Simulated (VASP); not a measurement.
A run of VASP 6.6.1 is set up as follows.

INCAR

```
SYSTEM = Nb
PREC = Accurate ; ENCUT = 500
EDIFF = 1E-7 ; ISMEAR = 0
SIGMA = 0.1 ; LREAL = .False.
LASPH = .True. ; NELM = 120
ALGO = Normal ; ISIF = 3
LWAVE = .False. ; LCHARG = .False.
GGA = PS ; IBRION = 2
NSW = 90 ; EDIFFG = -0.04
GGA_COMPAT = .False. ; NELMIN = 4
```

KPOINTS

```
regular mesh
0
Gamma
  6 6 4
  0 0 0
```

Contents of POSCAR:

```
Nb
1.0
    3.0488450737      0.0000000000      0.0000000000
   -1.5244225368      2.6403772860      0.0000000000
    0.0000000000      0.0000000000      4.9484370199
Nb
2
Direct
    0.3333333333      0.6666666667      0.2500000000
    0.6666666667      0.3333333333      0.7500000000
```

Potentials or basis: VASP PAW PBE potentials, release 64 (Nb_sv).

Command:

```console
$ cat potpaw_PBE.64/Nb_sv/POTCAR > POTCAR
$ mpirun -np 1 vasp_std > vasp.out
```

Problem. What does it give for the space group after relaxing (to 0.05 Å)?

Solution. P6_3/mmc (No. 194).

Problem. Estimate the relaxed volume.

Solution. 17.82 Å³/atom.

Problem. Estimate the band gap on the k mesh.

Solution. Zero (band 13 reaches 13.82 eV, above the bottom of band 14 at 10.64 eV).

Problem. Estimate the relaxed cell.

Solution. a = 2.796 Å, b = 2.796 Å, c = 5.263 Å, α = 90.00°, β = 90.00°, γ = 120.00°.

Step by step:
```csv
step,energy change (eV),largest force (eV/Å),pressure (GPa),volume (Å³)
1,0.0000,0.0000,-14.86,39.84
2,0.3612,0.0000,41.13,30.09
3,-0.2188,0.0000,0.52,35.77
4,-0.2190,0.0000,0.98,35.67
5,-0.3230,0.0000,1.62,35.36
6,-0.1750,0.0000,13.06,34.05
7,-0.3774,0.0000,3.01,35.05
8,-0.3825,0.0000,3.97,34.89
9,-0.3538,0.0000,-6.59,37.22
10,-0.3920,0.0000,0.08,35.64
```

Caveat: the k points lie up to 0.43 Å⁻¹ apart in the final cell; the PAW data sets were made with another functional, which shifts forces and pressure a little.
